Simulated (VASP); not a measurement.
Runs of VASP 6.6.1 on SnSe. The structure is that of space group Pm-3m (No. 221), or close to it. The cells are those of the table. 

| task | level | cell | k mesh | cutoff (eV) | gap on the mesh (eV) | pressure (GPa) | relaxed volume (Å³/atom) |
| --- | --- | --- | --- | --- | --- | --- | --- |
| single point | r2SCAN | a = 3.665 Å, 2 atoms | 6 × 6 × 6 | 520 | none | 0.0 | - |
| relaxation of cell and atoms | r2SCAN | relaxed from a = 3.686 Å, 2 atoms | 6 × 6 × 6 | 600 | none | 0.0 | 24.63 |
| single point | PBE | a = 3.686 Å, 2 atoms | 8 × 8 × 8 | 520 | none | 0.0 | - |
| relaxation of cell and atoms | PBE | relaxed from a = 3.310 Å, 2 atoms | 8 × 8 × 8 | 600 | none | 0.0 | (a) |

Alike in all rows: potentials or basis VASP PAW PBE potentials, release 64 (Sn_d, Se); no spin polarisation; smearing fermi-dirac 0.02 eV.

Problem. Estimate the missing entries.

Solution. (a) 25.06.

Caveats: spin-orbit coupling is left out, which moves the levels of the heavy elements; the PAW data sets were made with another functional, which shifts forces and pressure a little (some runs); the volume moved by over 15 % at a fixed basis, so the end points are rough (some runs).

A k mesh can miss the band edges, and the runs leave out spin-orbit coupling on Se, Sn.

A gap of «none» marks levels without a gap at the run's occupations.
